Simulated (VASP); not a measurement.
# CdF2: single point with PBE

CdF2:

```
Cd F
1.0
     0.00000    2.77482    2.65359
     2.77482    0.00000    2.65359
     2.77482    2.77482    0.00000
Cd F
1 2
Direct
  0.00000 0.00000 0.00000
  0.25000 0.25000 0.25000
  0.75000 0.75000 0.75000
```

This cell differs from its parent crystal: strain +0.030 along x and y, -0.015 along z.

```
Program                : VASP 6.6.1
Task                   : single point
Functional             : PBE
Potentials or basis    : VASP PAW PBE potentials, release 64 (Cd, F)
Cutoff                 : 520 eV
k mesh                 : 8 × 8 × 8
Occupations            : gaussian, width 0.05 eV
Spin                   : no spin polarisation
Dipole correction      : no
Further INCAR settings : ALGO = Normal; EDIFF = 1e-06; NBANDS = 20
```

* Pressure: 1.3 GPa
* Band gap on the k mesh: 2.84 eV (least direct gap 3.40 eV)

Stress tensor (GPa, compression positive):
```
-0.30  0.00  0.00
 0.00 -0.30  0.00
 0.00  0.00  4.43
```

Levels at points of the mesh, in eV from the valence-band top:
```tsv
k point	band 11	band 12	band 13	band 14	band 15	band 16
(0.00, 0.00, 0.00)	-0.66	-0.56	-0.56	2.84	12.36	12.49
(0.50, 0.00, 0.00)	-1.67	-0.49	-0.46	6.78	8.93	13.91
(0.50, 0.50, 0.00)	-0.29	-0.17	-0.17	7.51	9.30	11.80
(0.50, 0.00, 0.50)	-0.54	-0.19	-0.02	7.60	9.37	11.78
```

Wall time 65 s on 1 thread of Intel Xeon 8259CL, on a shared host, peak memory 0.2 GiB.

Caveat: the cell differs from its parent crystal (strain +0.030 along x and y, -0.015 along z). A k mesh can miss the band edges.
